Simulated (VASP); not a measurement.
A run of VASP 6.6.1 is set up as follows.

INCAR

```
SYSTEM = KTeO3
PREC = Accurate
ENCUT = 600
EDIFF = 1E-6
ISMEAR = -1
SIGMA = 0.1
LREAL = .FALSE.
LASPH = .TRUE.
NELM = 60
ALGO = Normal
ISIF = 3
LWAVE = .FALSE.
LCHARG = .FALSE.
GGA = CA
IBRION = 2
NSW = 80
EDIFFG = -0.01
```

KPOINTS

```
Automatic mesh
0
G
  4 4 4
  0 0 0
```

The input POSCAR:

```
KTeO3
1.0
    4.3800000000      0.0000000000      0.0000000000
    0.0000000000      4.3800000000      0.0000000000
    0.0000000000      0.0000000000      4.3800000000
K Te O
1 1 3
Direct
    0.0000000000      0.0000000000      0.0000000000
    0.5000000000      0.5000000000      0.5000000000
    0.5000000000      0.5000000000      0.0000000000
    0.0000000000      0.5000000000      0.5000000000
    0.5000000000      0.0000000000      0.5000000000
```

Potentials or basis: VASP PAW LDA potentials, release 64 (K_sv, Te, O).

Command:

```console
$ cat potpaw_LDA.64/K_sv/POTCAR potpaw_LDA.64/Te/POTCAR potpaw_LDA.64/O/POTCAR > POTCAR
$ mpirun -np 1 vasp_std > vasp.out
```

**Question.** What does it give for the space group after relaxing (to 0.1 Å)?

**Answer.** Pm-3m (No. 221).

**Question.** Estimate the relaxed volume.

**Answer.** 13.16 Å³/atom.

**Question.** What does it give for the band gap on the k mesh?

**Answer.** Zero (an odd number of electrons rules out a gap without spin polarisation).

Final structure:
```
K Te O
1.0
     4.03742    0.00000    0.00000
     0.00000    4.03742    0.00000
     0.00000    0.00000    4.03742
K Te O
1 1 3
Direct
  0.00000 0.00000 0.00000
  0.50000 0.50000 0.50000
  0.50000 0.50000 0.00000
  0.00000 0.50000 0.50000
  0.50000 0.00000 0.50000
```

Caveat: the volume moved by over 15 % at a fixed basis, so the end points are rough; spin-orbit coupling is left out, which moves the levels of the heavy elements; an odd number of electrons without spin polarisation forces a metal; a magnetic or distorted state may lie lower.
